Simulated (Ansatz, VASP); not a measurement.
AgPt20: VASP beside Ansatz

```xyz
21
Lattice="4.1620 2.4029 0.0000 0.0000 4.8059 0.0000 0.0000 0.0000 30.5931" Properties=species:S:1:pos:R:3 pbc="T T T"
Pt    0.0000    0.0000    8.2995
Pt    1.3873    2.4029    8.3026
Pt    2.7747    4.8059    8.3026
Pt    1.3861    0.8003   10.6464
Pt    2.7759    3.2032   10.6464
Pt    0.0000    3.2054   10.6464
Pt    2.7730    6.4069   12.9637
Pt    0.0000    1.6039   12.9637
Pt    1.3890    4.0039   12.9637
Pt    0.0000    4.8059   15.2708
Pt    1.3873    2.4029   15.2860
Pt    2.7747    4.8059   15.2860
Pt    1.3820    0.7979   17.6052
Pt    2.7800    3.2009   17.6052
Pt    0.0000    3.2101   17.6052
Pt    2.7949    1.6136   19.9401
Pt    4.1620    3.9816   19.9401
Pt    1.3671    4.0166   19.9401
Pt    1.3873    2.4029   22.1949
Pt    2.7747    4.8059   22.1949
Ag    4.1620    2.4029   22.6244
```

Alike in both runs: functional PBE; k mesh 10 × 10 × 1; occupations gaussian, width 0.1 eV; no spin polarisation.

Ansatz relaxed the structure, and its values are those at the end. VASP's run is a single point on that final structure, the one shown.

|  | VASP | Ansatz |
| --- | --- | --- |
| version | VASP 6.6.1 | Ansatz 0.2.0 |
| potentials or method | VASP PAW PBE potentials, release 64 (Pt, Ag) | scalar-relativistic, plane waves, PAW |
| plane-wave cutoff (eV) | 520 | 420 |
| valence electrons in the cell | 211 | 379 |

VASP gave:

```
gap on the k mesh at the Fermi level (eV) : none
rms of the force components (eV/Å)        : 0.006
```

**Question.** Which values does Ansatz return?

**Answer.** gap on the k mesh at the Fermi level (eV): none; rms of the force components (eV/Å): 0.001.

A gap of «none» marks a metal or a gap that the smearing closes. VASP's potentials hold 211 valence electrons a cell and Ansatz's 379, so a difference there can come from the potentials and not from the codes. Ansatz's warnings: xc potential rough in thin density.

Spin-orbit coupling is off throughout.
